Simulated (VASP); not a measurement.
The system is CoO.

```xyz
2
Lattice="1.5055 0.8692 2.4399 -1.5055 0.8692 2.4399 0.0000 -1.7384 2.4399" Properties=species:S:1:pos:R:3 pbc="T T T"
Co   -0.0051   -0.0137    0.0083
O    -0.0684   -0.0294    3.6496
```

This cell differs from its parent crystal: atoms moved at random.

Base run:

| Item | Value |
| --- | --- |
| Program | VASP 6.6.1 |
| Functional | PBE |
| Potentials or basis | VASP PAW PBE potentials, release 64 (Co, O) |
| Cutoff | 520 eV |
| k mesh | 11 × 11 × 11 |
| Occupations | fermi-dirac, width 0.05 eV |
| Spin | collinear spin, ferromagnetic start |
| Starting moments | [2.0, 0.0] μB |

Its results: pressure -0.2 GPa; net moment 2.88 μB per cell; site moments Co +2.54; O +0.29 μB; largest force 0.098 eV/Å.

The run is repeated on the same cell with these changes: functional from PBE to PBEsol; further incar settings from ALGO = Normal; EDIFF = 1e-07; NBANDS = 18 to ALGO = Normal; EDIFF = 1e-06; NBANDS = 18. What comes out?

Pressure -9.7 GPa; net moment 2.91 μB per cell; site moments Co +2.55; O +0.31 μB; largest force 0.019 eV/Å.

Caveats: a cell with one magnetic atom can't hold antiferromagnetic order, which such compounds often take; the cell stands under tension (at least some runs); the PAW data sets were made with another functional, which shifts forces and pressure a little (at least some runs).
